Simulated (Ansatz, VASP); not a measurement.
LiCl in VASP and in Ansatz

```
Li Cl
1.0
     3.27112    0.05234    0.00000
     0.05234    3.27112    0.00000
     0.00000    0.00000    3.27112
Li Cl
1 1
Cartesian
  0.0000 0.0000 0.0000
  1.6617 1.6617 1.6356
```

Change from the starting cell: shear_xy strain +3.2%.

Alike in both runs: task single point; functional r2SCAN; k mesh 8 × 8 × 8; no spin polarisation.

```csv
,VASP,Ansatz
version,VASP 6.6.1,Ansatz 0.2.0
potentials or method,"VASP PAW PBE potentials, release 64 (Li_sv, Cl)","plane waves, PAW"
plane-wave cutoff (eV),520,500
occupations,"gaussian, width 0.01 eV",fixed
valence electrons in the cell,10,10
```

VASP gave:

- gap on the k mesh at the Fermi level (eV): 5.39

Task: What did Ansatz give for the same quantities?

Result: gap on the k mesh at the Fermi level (eV): 5.26.

VASP's potentials were made for PBE, not for r2SCAN.

Noted on VASP's run: the cutoff is under 1.25 times that of the potentials, so the pressure is a little rough.
